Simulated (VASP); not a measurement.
Here is a VASP 6.6.1 calculation.

The input INCAR:

```
SYSTEM = Si2W
PREC = Accurate
ENCUT = 520
EDIFF = 1E-6
ISMEAR = 0
SIGMA = 0.15
LREAL = .FALSE.
LASPH = .TRUE.
NELM = 60
ALGO = Normal
ISIF = 2
LWAVE = .FALSE.
LCHARG = .FALSE.
GGA = PS
NBANDS = 43
```

KPOINTS

```
Automatic mesh
0
G
  12 12 6
  0 0 0
```

The input POSCAR:

```
Si2W
1.0
    4.8048909318      0.0000000000      0.0000000000
   -2.4024454659      4.1611576093      0.0000000000
    0.0000000000      0.0000000000      6.6033074698
Si W
6 3
Direct
    0.8361793875      0.6723587749      0.5000000000
    0.1638206125      0.8361793875      0.8333333333
    0.6723587749      0.8361793875      0.1666666667
    0.1638206125      0.3276412251      0.5000000000
    0.8361793875      0.1638206125      0.8333333333
    0.3276412251      0.1638206125      0.1666666667
    0.0000000000      0.5000000000      0.1666666667
    0.5000000000      0.5000000000      0.8333333333
    0.5000000000      0.0000000000      0.5000000000
```

Potentials or basis: VASP PAW PBE potentials, release 64 (Si, W_sv).

Command:

```bash
$ cat potpaw_PBE.64/Si/POTCAR potpaw_PBE.64/W_sv/POTCAR > POTCAR
$ mpirun -np 1 vasp_std > vasp.out
```

Predict the pressure.

-17.1 GPa.

Predict the largest force.

0.007 eV/Å.

Predict the band gap on the k mesh.

0.01 eV (least direct gap 0.36 eV).

Stress tensor (GPa, compression positive):
```
-19.69   0.00   0.00
  0.00 -19.69   0.00
  0.00   0.00 -12.06
```

Caveat: the cell differs from its parent crystal (strain +0.050 along x and y, +0.000 along z); the stress differs along the axes, from -20 to -12 GPa; the PAW data sets were made with another functional, which shifts forces and pressure a little; spin-orbit coupling is left out, which moves the levels of the heavy elements. A k mesh can miss the band edges.
